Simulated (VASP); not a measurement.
# Mo16H (a cell with a defect) in VASP: single point with PBE

Aim: the single point of Mo16H (a cell with a defect) with PBE.

Everything below comes from runs of VASP 6.6.1. Logs are shortened: lines on timing, memory, paths and dates and some standing lists are left out, and cuts for length are marked.

### Step 1. The cell of the first run

The cell holds a defect, 17 atoms: a = 6.300 Å, b = 6.300 Å, c = 6.300 Å, α = 90.00°, β = 90.00°, γ = 90.00°.

### Step 2. Single point, PBE

Input file INCAR:

```
SYSTEM = Mo16H
PREC = Accurate
ENCUT = 520
EDIFF = 1E-6
ISMEAR = 0
SIGMA = 0.1
LREAL = Auto
LASPH = .True.
NELM = 60
ALGO = Normal
ISIF = 2
LWAVE = .False.
LCHARG = .True.
GGA = PE
LELF = .True.
LVHAR = .True.
NBANDS = 126
```

Input file KPOINTS:

```
regular mesh
0
Gamma
  3 3 3
  0 0 0
```

Input file POSCAR:

```
Mo16H
1.0
    6.3000000000      0.0000000000      0.0000000000
    0.0000000000      6.3000000000      0.0000000000
    0.0000000000      0.0000000000      6.3000000000
Mo H
16 1
Direct
   -0.0012498413      0.0010739683      0.0004561905
    0.5007022222     -0.0001069841      0.0004552381
   -0.0103025397      0.5080088889      0.0004560317
   -0.0022460317     -0.0019612698      0.5004560317
    0.2510165079      0.2436712698      0.2645363492
    0.5018857143      0.5036109524      0.0004550794
    0.5028673016     -0.0023625397      0.5004571429
    0.7500031746      0.2505974603      0.2513223810
   -0.0012033333      0.5015528571      0.5004561905
    0.2495850794      0.7505633333      0.2516882540
    0.2510152381      0.2436715873      0.7363869841
    0.5014739683      0.5016368254      0.5004573016
    0.7488233333      0.7526641270      0.2517880952
    0.7500039683      0.2505969841      0.7495960317
    0.2495844444      0.7505636508      0.7492300000
    0.7488244444      0.7526639683      0.7491331746
    0.2346219048      0.3509158730      0.0004609524
```

Potentials or basis: VASP PAW PBE potentials, release 64 (Mo_sv, H).

Launch:

```bash
> cat potpaw_PBE.64/Mo_sv/POTCAR potpaw_PBE.64/H/POTCAR > POTCAR
> mpirun -np 1 vasp_std > vasp.out
```

OUTCAR:

```text
SYSTEM = Mo16H
   PREC = Accurate
   ENCUT = 520
   EDIFF = 1E-6
   ISMEAR = 0
   LREAL = Auto
   LASPH = .True.
   NELM = 60
   ISIF = 2
   GGA = PE

 ion  position               nearest neighbor table
   1  0.999  0.001  0.000-  14 2.72   8 2.72  16 2.73  13 2.73  15 2.74  10 2.74  11 2.76   5 2.76
                             3 3.11   2 3.14   4 3.15   4 3.15   2 3.16   3 3.19
   2  0.501  1.000  0.000-  16 2.72  13 2.72  14 2.73   8 2.73  15 2.73  10 2.73  11 2.76   5 2.76
                             6 3.13   1 3.14   7 3.15   7 3.15   1 3.16   6 3.17
   3  0.990  0.508  0.000-  17 1.83  16 2.68  13 2.68  14 2.72   8 2.72  15 2.74  10 2.74  11 2.87
                             5 2.87   6 3.07   1 3.11   9 3.15   9 3.15   1 3.19   6 3.23
   4  0.998  0.998  0.500-   5 2.67  11 2.67  13 2.70  16 2.70  10 2.72  15 2.72   8 2.73  14 2.73
                             7 3.12   9 3.13   1 3.15   1 3.15   9 3.17   7 3.18
   5  0.251  0.244  0.265-  17 1.80   7 2.67   4 2.67  12 2.71   9 2.72   2 2.76   1 2.76   6 2.82
                             3 2.87  11 2.97  10 3.11   8 3.15   8 3.16  10 3.19  11 3.33
   6  0.502  0.504  0.000-  17 1.94  16 2.72  13 2.72  15 2.73  10 2.73  14 2.74   8 2.74  11 2.82
                             5 2.82   3 3.07   2 3.13  12 3.15  12 3.15   2 3.17   3 3.23
   7  0.503  0.998  0.500-   5 2.67  11 2.67  13 2.69  16 2.69  10 2.72  15 2.72   8 2.73  14 2.73
                             4 3.12  12 3.12   2 3.15   2 3.15  12 3.18   4 3.18
   8  0.750  0.251  0.251-   3 2.72  12 2.72   9 2.72   1 2.72   7 2.73   4 2.73   2 2.73   6 2.74
                            13 3.14  14 3.14   5 3.15   5 3.16  14 3.16  13 3.16
   9  0.999  0.502  0.500-   5 2.72  11 2.72  10 2.72  15 2.72   8 2.72  14 2.72  13 2.73  16 2.73
                             4 3.13  12 3.13   3 3.15   3 3.15  12 3.17   4 3.17
  10  0.250  0.751  0.252-   4 2.72   9 2.72   7 2.72  12 2.73   6 2.73   2 2.73   1 2.74   3 2.74
                             5 3.11  15 3.13  13 3.15  13 3.15  15 3.17   5 3.19
  11  0.251  0.244  0.736-  17 1.80   7 2.67   4 2.67  12 2.71   9 2.72   2 2.76   1 2.76   6 2.82
                             3 2.87   5 2.97  15 3.11  14 3.15  14 3.16  15 3.19   5 3.33
  12  0.501  0.502  0.500-   5 2.71  11 2.71  13 2.72  16 2.72   8 2.72  14 2.72  10 2.73  15 2.73
                             7 3.12   9 3.13   6 3.15   6 3.15   9 3.17   7 3.18
  13  0.749  0.753  0.252-   3 2.68   7 2.69   4 2.70   2 2.72  12 2.72   6 2.72   1 2.73   9 2.73
                            16 3.13   8 3.14  10 3.15  10 3.15   8 3.16  16 3.17
  14  0.750  0.251  0.750-   3 2.72  12 2.72   9 2.72   1 2.72   7 2.73   4 2.73   2 2.73   6 2.74
                            16 3.14   8 3.14  11 3.15  11 3.16   8 3.16  16 3.16
  15  0.250  0.751  0.749-   4 2.72   9 2.72   7 2.72  12 2.73   6 2.73   2 2.73   1 2.74   3 2.74
                            11 3.11  10 3.13  16 3.15  16 3.15  10 3.17  11 3.19
  16  0.749  0.753  0.749-   3 2.68   7 2.69   4 2.70   2 2.72  12 2.72   6 2.72   1 2.73   9 2.73
                            13 3.13  14 3.14  15 3.15  15 3.15  14 3.16  13 3.17
  17  0.235  0.351  0.000-  11 1.80   5 1.80   3 1.83   6 1.94

  LATTYP: Found a simple cubic cell.
 ALAT       =     6.3000000000

  Lattice vectors:

 A1 = (   6.3000000000,   0.0000000000,   0.0000000000)
 A2 = (   0.0000000000,   6.3000000000,   0.0000000000)
 A3 = (   0.0000000000,   0.0000000000,   6.3000000000)

Analysis of symmetry for initial positions (statically):
=====================================================================
 Subroutine PRICEL returns:
 Original cell was already a primitive cell.

 Routine SETGRP: Setting up the symmetry group for a
 simple cubic supercell.

 Subroutine GETGRP returns: Found  1 space group operations
 (whereof  1 operations were pure point group operations)
 out of a pool of 48 trial point group operations.

The static configuration has the point symmetry C_1 .

Analysis of symmetry for dynamics (positions and initial velocities):
=====================================================================
 Subroutine PRICEL returns:
 Original cell was already a primitive cell.

 Routine SETGRP: Setting up the symmetry group for a
 simple cubic supercell.

 Subroutine GETGRP returns: Found  1 space group operations
 (whereof  1 operations were pure point group operations)
 out of a pool of 48 trial point group operations.

The dynamic configuration has the point symmetry C_1 .

 Subroutine INISYM returns: Found  1 space group operations
 (whereof  1 operations are pure point group operations),
 and found     1 'primitive' translations

----------------------------------------------------------------------------------------

                                     Primitive cell

  volume of cell :     250.0470

  direct lattice vectors                    reciprocal lattice vectors
     6.300000000  0.000000000  0.000000000     0.158730159  0.000000000  0.000000000
     0.000000000  6.300000000  0.000000000     0.000000000  0.158730159  0.000000000
     0.000000000  0.000000000  6.300000000     0.000000000  0.000000000  0.158730159

  length of vectors
     6.300000000  6.300000000  6.300000000     0.158730159  0.158730159  0.158730159

  position of ions in fractional coordinates (direct lattice)
     0.998750159  0.001073968  0.000456191
     0.500702222  0.999893016  0.000455238
     0.989697460  0.508008889  0.000456032
     0.997753968  0.998038730  0.500456032
     0.251016508  0.243671270  0.264536349
     0.501885714  0.503610952  0.000455079
[... 9 lines left out ...]
     0.748824444  0.752663968  0.749133175
     0.234621905  0.350915873  0.000460952

  ion indices of the primitive-cell ions
   primitive index   ion index
                 1           1
                 2           2
                 3           3
                 4           4
                 5           5
                 6           6
[... 9 lines left out ...]
                16          16
                17          17

----------------------------------------------------------------------------------------

 KPOINTS: regular mesh

Automatic generation of k-mesh.
 Grid dimensions read from file:
 generate k-points for:    3    3    3

 Generating k-lattice:

  Cartesian coordinates                     Fractional coordinates (reciprocal lattice)
     0.052910053  0.000000000  0.000000000     0.333333333  0.000000000  0.000000000
     0.000000000  0.052910053  0.000000000     0.000000000  0.333333333  0.000000000
     0.000000000  0.000000000  0.052910053     0.000000000  0.000000000  0.333333333

  Length of vectors
     0.052910053  0.052910053  0.052910053

  Shift w.r.t. Gamma in fractional coordinates (k-lattice)
     0.000000000  0.000000000  0.000000000

 Subroutine IBZKPT returns following result:
 ===========================================

 Found     14 irreducible k-points:

 Following reciprocal coordinates:
            Coordinates               Weight
  0.000000  0.000000  0.000000      1.000000
  0.333333  0.000000  0.000000      2.000000
  0.000000  0.333333  0.000000      2.000000
  0.000000  0.000000  0.333333      2.000000
  0.333333  0.333333  0.000000      2.000000
  0.000000  0.333333  0.333333      2.000000
  0.333333  0.000000  0.333333      2.000000
 -0.333333  0.333333  0.000000      2.000000
 -0.333333  0.000000  0.333333      2.000000
  0.000000 -0.333333  0.333333      2.000000
  0.333333  0.333333  0.333333      2.000000
 -0.333333  0.333333  0.333333      2.000000
 -0.333333 -0.333333  0.333333      2.000000
  0.333333 -0.333333  0.333333      2.000000
   k-points           NKPTS =     14   k-points in BZ     NKDIM =     14   number of bands    NBANDS=    126
   number of dos      NEDOS =    301   number of ions     NIONS =     17
   total plane-waves  NPLWV = 110592
   dimension x,y,z NGX =    48 NGY =   48 NGZ =   48
   dimension x,y,z NGXF=    96 NGYF=   96 NGZF=   96
   ions per type =              16   1
   NGX,Y,Z   is equivalent  to a cutoff of  12.67, 12.67, 12.67 a.u.
   NGXF,Y,Z  is equivalent  to a cutoff of  25.33, 25.33, 25.33 a.u.
 SYSTEM =  Mo16H
   PREC   = accura    normal or accurate (medium, high low for compatibility)
   ISTART =      0    job   : 0-new  1-cont  2-samecut
   ICHARG =      2    charge: 1-file 2-atom 10-const
   ISPIN  =      1    spin polarized calculation?
   LNONCOLLINEAR =      F non collinear calculations
   LSORBIT =      F    spin-orbit coupling
   LASPH  =      T    aspherical Exc in radial PAW
   ENCUT  =  520.0 eV  38.22 Ry    6.18 a.u.  11.71 11.71 11.71*2*pi/ulx,y,z
   NELM   =     60;   NELMIN=  2; NELMDL= -5     # of ELM steps
   EDIFF  = 0.1E-05   stopping-criterion for ELM
   LREAL  =      T    real-space projection
   EDIFFG = 0.1E-04   stopping-criterion for IOM
   NSW    =      0    number of steps for IOM
   IBRION =     -1    ionic relax: 0-MD 1-quasi-New 2-CG
   NFREE  =      0    steps in history (QN), initial steepest desc. (CG)
   ISIF   =      2    stress and relaxation
   ISYM   =      2    0-nonsym 1-usesym 2-fastsym
   POTIM  = 0.5000    time-step for ionic-motion
   TEBEG  =    0.0;   TEEND  =   0.0 temperature during run
   PSTRESS=    0.0 pullay stress
   NELECT =     225.0000    total number of electrons
   NUPDOWN=      -1.0000    fix difference up-down
   EMIN   =  10.00;   EMAX   =-10.00  energy-range for DOS
   EFERMI =   0.00;   METHOD = LEGACY
   ISMEAR =     0;   SIGMA  =   0.10  broadening in eV -4-tet -1-fermi 0-gaus
   EFERMI_NEDOS =   21; number of points for ismear=-14 and -15
   IALGO  =     38    algorithm
   IMIX   =      4    mixing-type and parameters
     AMIX     =   0.40;   BMIX     =  1.00
     AMIX_MAG =   1.60;   BMIX_MAG =  1.00
  volume/ion in A,a.u.               =      14.71        99.26
  Fermi-wavevector in a.u.,A,eV,Ry     =   1.580502  2.986716 33.987182  2.497987
  Thomas-Fermi vector in A             =   2.680720
   LORBIT       =      0    0 simple, 1 ext, 2 COOP (PROOUT), +10 PAW based schemes
   GGA     = PE    functional components
   LHFCALC =     F    Hartree Fock is set to
   AEXX    =    0.0000 exact exchange contribution
   IVDW    =     0    specifies the selected vdW correction
   LEPSILON=     F    determine dielectric tensor
   LRPA    =     F    only Hartree local field effects (RPA)
 non-spin polarized calculation
 Gauss-broadening in eV      SIGMA  =   0.10
  energy-cutoff  :      520.00
  volume of cell :      250.05
 maximum number of plane-waves:      6763
   NGX = 23   NGY = 23   NGZ = 23

 number of electron     225.0000016 magnetization

 Free energy of the ion-electron system (eV)
  ---------------------------------------------------
  ext. energy  EPLUGINS =         0.00000000
  ---------------------------------------------------
  free energy    TOTEN  =      -177.78839617 eV

  energy without entropy =     -177.70080054  energy(sigma->0) =     -177.74459836

 E-fermi :  12.7903     XC(G=0): -13.4256

 val. band max:       12.7901644539   @ k =   0.3333   0.3333   0.0000
 cond. band min:      12.7961716620   @ k =   0.0000   0.0000   0.3333
 fundamental gap:      0.0060072080
 Fermi energy:        12.7903097518

 k-point     1 :       0.0000    0.0000    0.0000
  band No.  band energies     occupation
      1     -48.6148      2.00000
      2     -48.4076      2.00000
      3     -48.3863      2.00000
      4     -48.3713      2.00000
      5     -48.3656      2.00000
      6     -48.3567      2.00000
[... 116 lines left out ...]
    123      14.2799      0.00000
    124      14.3172      0.00000

 k-point     2 :       0.3333    0.0000    0.0000
  band No.  band energies     occupation
      1     -48.5804      2.00000
      2     -48.4895      2.00000
      3     -48.3931      2.00000
      4     -48.3740      2.00000
      5     -48.3675      2.00000
      6     -48.3571      2.00000
[... 1640 lines left out ...]
    123      14.0424      0.00000
    124      14.0981      0.00000
 [bands above 124 left out]

------------------------ aborting loop because EDIFF is reached ----------------------------------------

  FORCE on cell =-STRESS in cart. coord.  units (eV):
  Direction    XX          YY          ZZ          XY          YZ          ZX
  --------------------------------------------------------------------------------------
  -------------------------------------------------------------------------------------
  Total        8.9526070      9.5081243     11.8439669     -0.5129693     -0.0002886     -0.0000745
  in kB       57.3638714     60.9233515     75.8902736     -3.2868534     -0.0018493     -0.0004771
  external PRESSURE =      64.7258321 kB  Pullay stress =       0.0000000 kB

 VOLUME and BASIS-vectors are now :
 -----------------------------------------------------------------------------
  energy-cutoff  :      520.00
  volume of cell :      250.05
      direct lattice vectors                 reciprocal lattice vectors
     6.300000000  0.000000000  0.000000000     0.158730159  0.000000000  0.000000000
     0.000000000  6.300000000  0.000000000     0.000000000  0.158730159  0.000000000
     0.000000000  0.000000000  6.300000000     0.000000000  0.000000000  0.158730159

 POSITION                                       TOTAL-FORCE (eV/Angst)
 -----------------------------------------------------------------------------------
      6.29213      0.00677      0.00287        -0.024581     -0.021727     -0.000247
      3.15442      6.29933      0.00287        -0.017333     -0.026272     -0.000423
      6.23509      3.20046      0.00287        -0.030871     -0.032083      0.000576
      6.28585      6.28764      3.15287        -0.039037     -0.018222     -0.000393
      1.58140      1.53513      1.66658        -0.031189     -0.036255     -0.027506
      3.16188      3.17275      0.00287         0.012501      0.005612      0.000360
[... 9 lines left out ...]
      4.71759      4.74178      4.71954         0.008091     -0.017158     -0.000038
      1.47812      2.21077      0.00290         0.266241      0.303298      0.000045
 -----------------------------------------------------------------------------------
    total drift:                                0.000778     -0.000909     -0.000337

  FREE ENERGIE OF THE ION-ELECTRON SYSTEM (eV)
  ---------------------------------------------------
  free  energy   TOTEN  =      -177.7883961714 eV

  energy  without entropy=     -177.7008005436  energy(sigma->0) =     -177.74459836
```

Wall time 8.2 min (1 thread of Intel Xeon 6975P-C (Granite Rapids), shared host); peak memory 0.49 GiB.

What came out:

```yaml
Free_energy: -177.7884 eV
Pressure: 6.5 GPa
Largest_force: 0.404 eV/Å
Band_gap_on_the_k_mesh: zero (an odd number of electrons rules out a gap without spin polarisation)
```

Forces in eV/Å, atoms in the order of the input:
```
Mo  -0.025 -0.022  0.000
Mo  -0.017 -0.026  0.000
Mo  -0.031 -0.032  0.001
Mo  -0.039 -0.018  0.000
Mo  -0.031 -0.036 -0.028
Mo   0.013  0.006  0.000
Mo  -0.036 -0.007  0.000
Mo  -0.013 -0.018  0.003
Mo  -0.020 -0.022  0.000
Mo  -0.004 -0.012  0.003
Mo  -0.031 -0.036  0.027
Mo  -0.032 -0.012  0.000
Mo   0.008 -0.017  0.000
Mo  -0.013 -0.019 -0.003
Mo  -0.004 -0.013 -0.002
Mo   0.008 -0.017  0.000
H    0.266  0.303  0.000
```

Stress tensor (GPa, compression positive):
```
 5.74 -0.33  0.00
-0.33  6.09  0.00
 0.00  0.00  7.59
```

Levels at points of the mesh, in eV from the Fermi level:
```csv
k point,band 108,band 109,band 110,band 111,band 112,band 113,band 114,band 115,band 116,band 117
"(0.00, 0.00, 0.00)",-0.75,-0.74,-0.74,-0.73,-0.71,0.53,0.62,0.67,0.72,0.73
```
